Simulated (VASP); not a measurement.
# MoW14 (a cell with a defect) in VASP: notebook

MoW14 (a cell with a defect) is run at these levels: PBE+D3(BJ); tasks: single point.

Everything below comes from runs of VASP 6.6.1. Logs are shortened: lines on timing, memory, paths and dates and some standing lists are left out, and cuts for length are marked.

## Step 1: The cell of the first run

The cell holds a defect, 15 atoms: a = 6.320 Å, b = 6.320 Å, c = 6.320 Å, α = 90.00°, β = 90.00°, γ = 90.00°.

## Step 2: Single point, PBE+D3(BJ)

INCAR

```
SYSTEM = MoW14
PREC     = Accurate       ! precision mode
ENCUT    = 520            ! plane-wave cutoff, eV
EDIFF    = 1E-7           ! SCF threshold, eV
ISMEAR   = -1             ! smearing method
SIGMA    = 0.15           ! smearing width, eV
LREAL    = Auto         
LASPH    = .TRUE.         ! aspherical terms in the spheres
NELM     = 80             ! most SCF steps
ALGO     = Normal         ! electronic algorithm
ISIF     = 2              ! what is computed and relaxed
LWAVE    = .FALSE.        ! write WAVECAR
LCHARG   = .FALSE.        ! write CHGCAR
GGA      = PE             ! functional
IVDW     = 12             ! dispersion correction
NBANDS   = 118            ! bands
```

KPOINTS

```
regular mesh
0
G
  3 3 3
  0 0 0
```

POSCAR

```
MoW14
1.0
    6.3200000000      0.0000000000      0.0000000000
    0.0000000000      6.3200000000      0.0000000000
    0.0000000000      0.0000000000      6.3200000000
Mo W
1 14
Direct
    0.0938553797     -0.0954723101     -0.0956303797
    0.5028718354      0.0022643987      0.0020958861
   -0.0039906646      0.4953568038      0.0020598101
   -0.0039917722      0.0022533228      0.4951664557
    0.2481911392      0.2472751582      0.2471101266
    0.4935166139      0.5047485759     -0.0025917722
    0.4935000000     -0.0024104430      0.5045898734
    0.7515477848      0.2467267405      0.2465696203
    0.0006412975      0.5046922468      0.5044863924
    0.2529856013      0.7453738924      0.2602286392
    0.2529669304      0.2603876582      0.7451984177
    0.4985112342      0.4997957278      0.4996303797
    0.7510981013      0.7501349684      0.2471794304
    0.7510865506      0.2473208861      0.7499753165
    0.7380542722      0.7454618671      0.7452909810
```

Potentials or basis: VASP PAW PBE potentials, release 64 (Mo_sv, W_sv).

Launch:

```console
$ cat potpaw_PBE.64/Mo_sv/POTCAR potpaw_PBE.64/W_sv/POTCAR > POTCAR
$ mpirun -np 1 vasp_std > vasp.out
```

OUTCAR:

```text
SYSTEM = MoW14
   PREC = Accurate
   ENCUT = 520
   EDIFF = 1E-7
   ISMEAR = -1
   LREAL = Auto
   LASPH = .TRUE.
   NELM = 80
   ISIF = 2
   GGA = PE
   IVDW = 12
 IVDW          = 12

 ion  position               nearest neighbor table
   1  0.094  0.905  0.904-  15 2.66  10 2.66  11 2.66   2 2.73   3 2.73   4 2.73   5 3.21  14 3.22
                            13 3.22
   2  0.503  0.002  0.002-   8 2.69   5 2.72  14 2.72  13 2.72   1 2.73  15 2.73  10 2.79  11 2.79
                             7 3.14   6 3.14   6 3.18   7 3.18
   3  0.996  0.495  0.002-   8 2.69  13 2.72  14 2.72   5 2.72   1 2.73  11 2.73  15 2.79  10 2.79
                             6 3.14   9 3.15   9 3.18   6 3.18
   4  0.996  0.002  0.495-   8 2.69  14 2.72  13 2.72   5 2.72   1 2.73  10 2.73  15 2.79  11 2.79
                             7 3.14   9 3.15   9 3.18   7 3.18
   5  0.248  0.247  0.247-   2 2.72   4 2.72   3 2.72   7 2.75   6 2.75  12 2.76   9 2.78   8 3.14
                            11 3.15  10 3.15  10 3.17  11 3.17   8 3.18   1 3.21
   6  0.494  0.505  0.997-  11 2.69  15 2.69  10 2.72   5 2.75  13 2.75  14 2.78   8 2.79   3 3.14
                             2 3.14  12 3.15  12 3.17   2 3.18   3 3.18
   7  0.493  0.998  0.505-  10 2.69  15 2.69  11 2.72   5 2.75  14 2.75  13 2.78   8 2.79   4 3.14
                             2 3.14  12 3.15  12 3.17   2 3.18   4 3.18
   8  0.752  0.247  0.247-   4 2.69   3 2.69   2 2.69  12 2.77   9 2.79   7 2.79   6 2.79  13 3.14
                            14 3.14   5 3.14   5 3.18  14 3.18  13 3.18
   9  0.001  0.505  0.504-  10 2.69  11 2.69  15 2.72  13 2.75  14 2.75   5 2.78   8 2.79   4 3.15
                             3 3.15  12 3.15  12 3.17   3 3.18   4 3.18
  10  0.253  0.745  0.260-   1 2.66  12 2.67   7 2.69   9 2.69   6 2.72   4 2.73   2 2.79   3 2.79
                             5 3.15  13 3.15  13 3.17   5 3.17
  11  0.253  0.260  0.745-   1 2.66  12 2.67   6 2.69   9 2.69   7 2.72   3 2.73   2 2.79   4 2.79
                             5 3.15  14 3.15  14 3.17   5 3.17
  12  0.499  0.500  0.500-  10 2.67  11 2.67  15 2.67   5 2.76  13 2.76  14 2.76   8 2.77   6 3.15
                             7 3.15   9 3.15   9 3.17   7 3.17   6 3.17
  13  0.751  0.750  0.247-   3 2.72   4 2.72   2 2.72   9 2.75   6 2.75  12 2.76   7 2.78   8 3.14
                            15 3.15  10 3.15  15 3.17  10 3.17   8 3.18   1 3.22
  14  0.751  0.247  0.750-   4 2.72   3 2.72   2 2.72   9 2.75   7 2.75  12 2.76   6 2.78   8 3.14
                            11 3.15  15 3.15  15 3.17  11 3.17   8 3.18   1 3.22
  15  0.738  0.745  0.745-   1 2.66  12 2.67   6 2.69   7 2.69   9 2.72   2 2.73   3 2.79   4 2.79
                            13 3.15  14 3.15  14 3.17  13 3.17

  LATTYP: Found a simple cubic cell.
 ALAT       =     6.3200000000

  Lattice vectors:

 A1 = (   6.3200000000,   0.0000000000,   0.0000000000)
 A2 = (   0.0000000000,   6.3200000000,   0.0000000000)
 A3 = (   0.0000000000,   0.0000000000,   6.3200000000)

Analysis of symmetry for initial positions (statically):
=====================================================================
 Subroutine PRICEL returns:
 Original cell was already a primitive cell.
[... 164 lines left out ...]
   AEXX    =    0.0000 exact exchange contribution
   IVDW    =    12    specifies the selected vdW correction
   LEPSILON=     F    determine dielectric tensor
   LRPA    =     F    only Hartree local field effects (RPA)
 non-spin polarized calculation
  energy-cutoff  :      520.00
  volume of cell :      252.44
 maximum number of plane-waves:      6859
   NGX = 23   NGY = 23   NGZ = 23

 number of electron     210.0000008 magnetization

 Free energy of the ion-electron system (eV)
  ---------------------------------------------------
  ext. energy  EPLUGINS =         0.00000000
  ---------------------------------------------------
  free energy    TOTEN  =      -187.88943281 eV

  energy without entropy =     -187.17125539  energy(sigma->0) =     -187.53034410

 E-fermi :  10.3436     XC(G=0): -13.2072

 val. band max:       10.3273340186   @ k =   0.0000   0.0000   0.3333
 cond. band min:      10.3978418668   @ k =   0.0000   0.0000   0.0000
 fundamental gap:      0.0705078482
 Fermi energy:        10.3435876369

 k-point     1 :       0.0000    0.0000    0.0000
  band No.  band energies     occupation
      1     -63.5537      2.00000
      2     -63.4965      2.00000
      3     -63.4963      2.00000
      4     -63.4770      2.00000
      5     -63.4769      2.00000
      6     -63.4556      2.00000
[... 1669 lines left out ...]
    116      12.3986      0.00000
    117      12.5806      0.00000
 [bands above 117 left out]

------------------------ aborting loop because EDIFF is reached ----------------------------------------

 Edisp (eV)   -9.82434

 E8    (eV) :    -5.0098

  FORCE on cell =-STRESS in cart. coord.  units (eV):
  Direction    XX          YY          ZZ          XY          YZ          ZX
  --------------------------------------------------------------------------------------
  -------------------------------------------------------------------------------------
  Total      -9.05816    -9.07933    -9.08271     3.12890    -3.12703     3.13161
  in kB     -57.49095   -57.62527   -57.64673    19.85869   -19.84681    19.87588
  external pressure =      -57.59 kB  Pullay stress =        0.00 kB

 VOLUME and BASIS-vectors are now :
 -----------------------------------------------------------------------------
  energy-cutoff  :      520.00
  volume of cell :      252.44
      direct lattice vectors                 reciprocal lattice vectors
     6.320000000  0.000000000  0.000000000     0.158227848  0.000000000  0.000000000
     0.000000000  6.320000000  0.000000000     0.000000000  0.158227848  0.000000000
     0.000000000  0.000000000  6.320000000     0.000000000  0.000000000  0.158227848

 POSITION                                       TOTAL-FORCE (eV/Angst)
 -----------------------------------------------------------------------------------
      0.59317      5.71662      5.71562        -0.003824      0.005228      0.004352
      3.17815      0.01431      0.01325         0.013065     -0.002888     -0.001878
      6.29478      3.13066      0.01302         0.005701     -0.006043     -0.000640
      6.29477      0.01424      3.12945         0.005254     -0.001946     -0.004334
      1.56857      1.56278      1.56174        -0.009877     -0.005867     -0.006520
      3.11902      3.19001      6.30362        -0.005206      0.012883      0.005096
      3.11892      6.30477      3.18901        -0.003549      0.004167      0.012614
      4.74978      1.55931      1.55832         0.001148     -0.001637     -0.003319
      0.00405      3.18965      3.18835         0.003521      0.013269      0.016120
      1.59887      4.71076      1.64464        -0.008251     -0.002050     -0.011606
      1.59875      1.64565      4.70965        -0.007653     -0.010168     -0.000783
      3.15059      3.15871      3.15766         0.006180      0.000024      0.000242
      4.74694      4.74085      1.56217         0.000098      0.007795     -0.011772
      4.74687      1.56307      4.73984         0.001421     -0.008589      0.006684
      4.66450      4.71132      4.71024         0.001971     -0.004178     -0.004254
 -----------------------------------------------------------------------------------
    total drift:                                0.004693      0.002086      0.004816

  FREE ENERGIE OF THE ION-ELECTRON SYSTEM (eV)
  ---------------------------------------------------
  free  energy   TOTEN  =      -197.7137763613 eV

  energy  without entropy=     -196.9955989433  energy(sigma->0) =     -197.35468765
```

OSZICAR:

```text
N       E                     dE             d eps       ncg     rms          rms(c)
DAV:   1     0.325280623530E+04    0.32528E+04   -0.12188E+05  3304   0.209E+03
DAV:   2     0.762120581959E+02   -0.31766E+04   -0.31270E+04  3304   0.704E+02
DAV:   3    -0.180902170086E+03   -0.25711E+03   -0.24334E+03  3878   0.174E+02
DAV:   4    -0.196379960451E+03   -0.15478E+02   -0.14756E+02  3952   0.337E+01
[... 10 lines left out ...]
DAV:  15    -0.187889435899E+03    0.21333E-04   -0.10969E-04  4160   0.444E-02    0.108E-02
DAV:  16    -0.187889434923E+03    0.97572E-06   -0.79238E-06  3856   0.155E-02    0.629E-03
DAV:  17    -0.187889433460E+03    0.14629E-05   -0.19112E-06  4088   0.701E-03    0.253E-03
DAV:  18    -0.187889432893E+03    0.56691E-06   -0.34163E-07  2776   0.340E-03    0.136E-03
DAV:  19    -0.187889432809E+03    0.84467E-07   -0.93841E-08  2040   0.150E-03
   1 F= -.19771378E+03 E0= -.19735469E+03  d E =-.718177E+00
```

It took 9.6 min on 1 thread of Intel Xeon Platinum 8375C at 2.90GHz (Ice Lake), shared host; peak memory 0.47 GiB.

What came out:

```yaml
Free_energy: -197.7138 eV
Pressure: -5.8 GPa
Largest_force: 0.021 eV/Å
Dispersion_energy_per_atom: -0.655 eV
```

Forces in eV/Å, atoms in the order of the input:
```
Mo  -0.004  0.005  0.004
W    0.013 -0.003 -0.002
W    0.006 -0.006 -0.001
W    0.005 -0.002 -0.004
W   -0.010 -0.006 -0.007
W   -0.005  0.013  0.005
W   -0.004  0.004  0.013
W    0.001 -0.002 -0.003
W    0.004  0.013  0.016
W   -0.008 -0.002 -0.012
W   -0.008 -0.010 -0.001
W    0.006  0.000  0.000
W    0.000  0.008 -0.012
W    0.001 -0.009  0.007
W    0.002 -0.004 -0.004
```

Stress tensor (GPa, compression positive):
```
-5.75  1.99  1.99
 1.99 -5.76 -1.98
 1.99 -1.98 -5.76
```

Caveat: spin-orbit coupling is left out, which moves the levels of the heavy elements.

## Step 3: Single point, PBE+D3(BJ)

INCAR

```
SYSTEM = MoW14
ALGO = Normal
EDIFF = 1E-6
ENCUT = 520
GGA = PE
ISIF = 2
ISMEAR = -1
IVDW = 12
LASPH = .True.
LCHARG = .True.
LELF = .True.
LREAL = Auto
LVHAR = .True.
LWAVE = .False.
NBANDS = 118
NELM = 60
PREC = Accurate
SIGMA = 0.15
```

KPOINTS

```
k-points
0
Gamma
  3 3 3
  0 0 0
```

POSCAR

```
MoW14
1.0
    6.3200000000      0.0000000000      0.0000000000
    0.0000000000      6.3200000000      0.0000000000
    0.0000000000      0.0000000000      6.3200000000
Mo W
1 14
Direct
    0.1711172468     -0.1719708861     -0.1720525316
    0.5085458861      0.0050707278      0.0049759494
   -0.0058943038      0.4906712025      0.0049954114
   -0.0058960443      0.0051049051      0.4905506329
    0.2479329114      0.2454436709      0.2453583861
    0.4970783228      0.5021088608     -0.0001712025
    0.4970746835     -0.0000699367      0.5020169304
    0.7509254747      0.2482034810      0.2481267405
   -0.0007324367      0.5021140823      0.5020018987
    0.2514132911      0.7476965190      0.2548596519
    0.2514313291      0.2549261076      0.7476044304
    0.4959412975      0.5032311709      0.5031337025
    0.7536208861      0.7511525316      0.2454954114
    0.7536575949      0.2455270570      0.7510996835
    0.7442061709      0.7477450949      0.7476846519
```

Potentials or basis: VASP PAW PBE potentials, release 64 (Mo_sv, W_sv).

Launch:

```console
$ cat potpaw_PBE.64/Mo_sv/POTCAR potpaw_PBE.64/W_sv/POTCAR > POTCAR
$ mpirun -np 1 vasp_std > vasp.out
```

OUTCAR:

```text
SYSTEM = MoW14
   EDIFF = 1E-6
   ENCUT = 520
   GGA = PE
   ISIF = 2
   ISMEAR = -1
   IVDW = 12
   LASPH = .True.
   LREAL = Auto
   NELM = 60
   PREC = Accurate
 IVDW          = 12

 ion  position               nearest neighbor table
   1  0.171  0.828  0.828-   3 2.66   4 2.66   2 2.66  15 2.79  11 2.79  10 2.79   9 3.11   6 3.11
                             7 3.11
   2  0.509  0.005  0.005-   1 2.66   8 2.66  14 2.70  13 2.70   5 2.71  15 2.74  11 2.79  10 2.79
                             6 3.14   7 3.14   7 3.18   6 3.18
[... 1928 lines left out ...]
  energy-cutoff  :      520.00
  volume of cell :      252.44
      direct lattice vectors                 reciprocal lattice vectors
     6.320000000  0.000000000  0.000000000     0.158227848  0.000000000  0.000000000
     0.000000000  6.320000000  0.000000000     0.000000000  0.158227848  0.000000000
     0.000000000  0.000000000  6.320000000     0.000000000  0.000000000  0.158227848

 POSITION                                       TOTAL-FORCE (eV/Angst)
 -----------------------------------------------------------------------------------
      1.08146      5.23314      5.23263         0.561109     -0.557880     -0.560310
      3.21401      0.03205      0.03145        -0.039914      0.059781      0.062205
      6.28275      3.10104      0.03157        -0.063896      0.035424      0.060175
      6.28274      0.03226      3.10028        -0.063795      0.057111      0.039025
      1.56694      1.55120      1.55067        -0.008910      0.039038      0.037586
      3.14154      3.17333      6.31892        -0.019878      0.015645      0.063703
      3.14151      6.31956      3.17275        -0.019339      0.062392      0.016517
      4.74585      1.56865      1.56816         0.003160      0.000588     -0.001420
      6.31537      3.17336      3.17265        -0.064917      0.016632      0.019185
      1.58893      4.72544      1.61071        -0.058652      0.063058      0.015414
      1.58905      1.61113      4.72486        -0.060466      0.017897      0.063659
      3.13435      3.18042      3.17980        -0.081233      0.079488      0.081844
      4.76288      4.74728      1.55153        -0.033728      0.015450      0.031536
      4.76312      1.55173      4.74695        -0.035150      0.035503      0.012706
      4.70338      4.72575      4.72537        -0.014392      0.059876      0.058174
 -----------------------------------------------------------------------------------
    total drift:                               -0.001961      0.000730      0.001814

  FREE ENERGIE OF THE ION-ELECTRON SYSTEM (eV)
  ---------------------------------------------------
  free  energy   TOTEN  =      -197.7990571578 eV

  energy  without entropy=     -197.0875817406  energy(sigma->0) =     -197.44331945
```

stdout:

```text
POSCAR found type information on POSCAR MoW
 POSCAR found :  2 types and      15 ions
 scaLAPACK will be used
 LDA part: xc-table for (Slater+PW92), standard interpolation
 POSCAR, INCAR and KPOINTS ok, starting setup
 FFT: planning ... GRIDC
 FFT: planning ... GRID_SOFT
 FFT: planning ... GRID
 WAVECAR not read
 entering main loop
```

Wall time 15 min (1 thread of Intel Xeon Platinum 8259CL at 2.50GHz (Skylake/Cascade Lake), shared host); peak memory 0.48 GiB.

Results:

```
Free energy                : -197.7991 eV
Pressure                   : -5.9 GPa
Largest force              : 0.970 eV/Å
Band gap on the k mesh     : zero (band 105 reaches 10.38 eV, above the bottom of band 106 at 10.25 eV)
Dispersion energy per atom : -0.655 eV
```

Forces in eV/Å, atoms in the order of the input:
```
Mo   0.561 -0.558 -0.560
W   -0.040  0.060  0.062
W   -0.064  0.035  0.060
W   -0.064  0.057  0.039
W   -0.009  0.039  0.038
W   -0.020  0.016  0.064
W   -0.019  0.062  0.017
W    0.003  0.001 -0.001
W   -0.065  0.017  0.019
W   -0.059  0.063  0.015
W   -0.060  0.018  0.064
W   -0.081  0.079  0.082
W   -0.034  0.015  0.032
W   -0.035  0.036  0.013
W   -0.014  0.060  0.058
```

Levels at points of the mesh, in eV from the Fermi level:
| k point | band 100 | band 101 | band 102 | band 103 | band 104 | band 105 | band 106 | band 107 | band 108 | band 109 |
| --- | --- | --- | --- | --- | --- | --- | --- | --- | --- | --- |
| (0.00, 0.00, 0.00) | -0.32 | -0.29 | -0.29 | -0.05 | 0.03 | 0.03 | 0.77 | 0.78 | 1.07 | 1.10 |

Caveat: spin-orbit coupling is left out, which moves the levels of the heavy elements.
